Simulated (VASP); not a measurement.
Input of a VASP 6.6.1 run:

INCAR

```
SYSTEM = La2O3
ALGO = Normal ; EDIFF = 1E-6
ENCUT = 520 ; GGA = PS
ISIF = 2 ; ISMEAR = 0
LASPH = .True. ; LCHARG = .False.
LREAL = .False. ; LWAVE = .False.
NBANDS = 28 ; NELM = 60
PREC = Accurate ; SIGMA = 0.01
```

File KPOINTS:

```
k-points
0
Gamma
  3 3 6
  0 0 0
```

The input POSCAR:

```
La2O3
1.0
    6.2667800000      0.0000000000      0.0000000000
   -3.1333900000      5.4271906799      0.0000000000
    0.0000000000      0.0000000000      3.2997660000
La O
2 3
Direct
    0.3333333333      0.6666666667      0.5000000000
    0.6666666667      0.3333333333      0.5000000000
    0.4919900000      0.4919900000      0.0000000000
    0.0000000000      0.5080100000      0.0000000000
    0.5080100000      0.0000000000      0.0000000000
```

Potentials or basis: VASP PAW PBE potentials, release 64 (La, O).

Run with:

```bash
$ cat potpaw_PBE.64/La/POTCAR potpaw_PBE.64/O/POTCAR > POTCAR
$ mpirun -np 1 vasp_std > vasp.out
```

What does it give for the largest force?

0.062 eV/Å.

Predict the band gap on the k mesh.

1.46 eV, indirect (least direct gap 1.98 eV).

Predict the pressure.

-1.2 GPa.

Forces in eV/Å, atoms in the order of the input:
```
La   0.000  0.000  0.000
La   0.000  0.000  0.000
O    0.031  0.054  0.000
O    0.031 -0.054  0.000
O   -0.062  0.000  0.000
```

Caveat: the PAW data sets were made with another functional, which shifts forces and pressure a little; spin-orbit coupling is left out, which moves the levels of the heavy elements. A k mesh can miss the band edges.
